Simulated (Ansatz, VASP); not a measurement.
Mo: VASP beside Ansatz

```
Mo
1.0
     6.26043    0.00000    0.00000
     0.00000    6.26043    0.00000
     0.00000    0.00000   28.28573
Mo
20
Direct
  0.25000 0.75000 0.28283
  0.25000 0.25000 0.28283
  0.75000 0.75000 0.28283
  0.75000 0.25000 0.28283
  0.50000 0.50000 0.33816
  0.50000 0.00000 0.33816
  0.00000 0.50000 0.33816
  0.00000 0.00000 0.33816
  0.75036 0.24881 0.39324
  0.74926 0.75061 0.39317
  0.24960 0.25003 0.39290
  0.25053 0.75026 0.39286
  0.00057 0.99572 0.45001
  0.99722 0.50386 0.44945
  0.49762 0.00205 0.44992
  0.50225 0.49812 0.44955
  0.27397 0.72626 0.49986
  0.22306 0.27185 0.49990
  0.72475 0.77330 0.50392
  0.77396 0.23016 0.50211
```

Alike in both runs: task single point; functional PBE; dispersion D3(BJ); k mesh 3 × 3 × 1; occupations gaussian, width 0.1 eV; no spin polarisation.

```csv
,VASP,Ansatz
version,VASP 6.6.1,Ansatz 0.2.0
potentials or method,"VASP PAW PBE potentials, release 64 (Mo_sv), cutoff 520 eV","scalar-relativistic, plane waves, PAW"
valence electrons in the cell,280,280
```

VASP gave:

* gap on the k mesh at the Fermi level (eV): none
* rms of the force components (eV/Å): 0.401
* work function, face that differs most (eV): 3.96

Problem. Which values does Ansatz return?

Solution. gap on the k mesh at the Fermi level (eV): none; rms of the force components (eV/Å): 0.405; work function, face that differs most (eV): 3.96.

Atom by atom the forces differ by 0.015 eV/Å (rms over components). A gap of «none» marks a metal or a gap that the smearing closes.
